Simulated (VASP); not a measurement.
Set up this calculation in VASP 6.6.1, as the native input.

```yaml
Task: single point
Functional: PBE
Potentials_or_basis: VASP PAW PBE potentials, release 64 (Be, Au)
Cutoff: 520 eV
k_mesh: 6 × 6 × 6
Occupations: methfessel-paxton, width 0.15 eV
Spin: no spin polarisation
Dipole_correction: no
Further_INCAR_settings: ALGO = Normal; EDIFF = 1e-07; NBANDS = 26
```

The structure of BeAu3 lies in POSCAR:

```
BeAu3
1.0
    4.0644976593      0.0000000000      0.0000000000
    0.0000000000      4.0644976593      0.0000000000
    0.0000000000      0.0000000000      4.0644976593
Be Au
1 3
Direct
    0.0000000000      0.0000000000      0.0000000000
    0.0000000000      0.5000000000      0.5000000000
    0.5000000000      0.0000000000      0.5000000000
    0.5000000000      0.5000000000      0.0000000000
```

These files were run (other wordings do the same):

INCAR

```
  PREC = Accurate
  ENCUT = 520
  EDIFF = 1E-7
  ISMEAR = 1
  SIGMA = 0.15
  LREAL = False
  LASPH = True
  NELM = 100
  ALGO = Normal
  ISIF = 2
  LWAVE = False
  LCHARG = False
  GGA = PE
  NBANDS = 26
```

KPOINTS

```
Automatic mesh
0
Gamma
  6 6 6
```

Potentials or basis: VASP PAW PBE potentials, release 64 (Be, Au).

Command:

```bash
$ cat potpaw_PBE.64/Be/POTCAR potpaw_PBE.64/Au/POTCAR > POTCAR
$ mpirun -np 1 vasp_std > vasp.out
```

It gave:

```json
{"Pressure": "-6.3 GPa"}
```

Wall time 16 s on 1 thread of AMD EPYC 9R14 (Zen 4) (shared host), peak memory 0.15 GiB.
